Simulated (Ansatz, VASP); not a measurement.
## One calculation of C, two programs

```
C
1.0
     2.45873    0.00000    0.00000
    -1.22937    2.12933    0.00000
     0.00000    0.00000    7.24581
C
4
Direct
  0.88450 0.00000 0.00250
  0.11550 0.00000 0.50250
  0.21783 0.66667 0.00250
  0.78217 0.33333 0.50250
```

Change from the starting cell: mode 4 frozen in at -0.284 Å and mode 5 at -0.000 Å (largest displacements).

Alike in both runs: task single point; functional PBEsol; k mesh 18 × 18 × 6; occupations gaussian, width 0.15 eV; no spin polarisation.

```csv
,VASP,Ansatz
version,VASP 6.6.1,Ansatz 0.2.0
potentials or method,"VASP PAW PBE potentials, release 64 (C), cutoff 520 eV","scalar-relativistic, plane waves, PAW"
valence electrons in the cell,16,16
```

VASP gave:

| Item | Value |
| --- | --- |
| gap on the k mesh at the Fermi level (eV) | none |
| least direct gap on the mesh (eV) | 0.00 |
| pressure (GPa) | 0.7 |
| traceless stress, the component that is largest in VASP (GPa) | -0.57 |
| rms of the force components (eV/Å) | 0.004 |

Question: Estimate Ansatz's values.

Answer: gap on the k mesh at the Fermi level (eV): none; least direct gap on the mesh (eV): 0.00; pressure (GPa): 0.0; traceless stress, the component that is largest in VASP (GPa): 0.18; rms of the force components (eV/Å): 0.004.

VASP's potentials were made for PBE, not for PBEsol, and Ansatz warns of the same on its side. Atom by atom the forces differ by 0.000 eV/Å (rms over components). A gap of «none» marks a metal or a gap that the smearing closes.

A gap of «none» marks a metal or a gap under the smearing width.
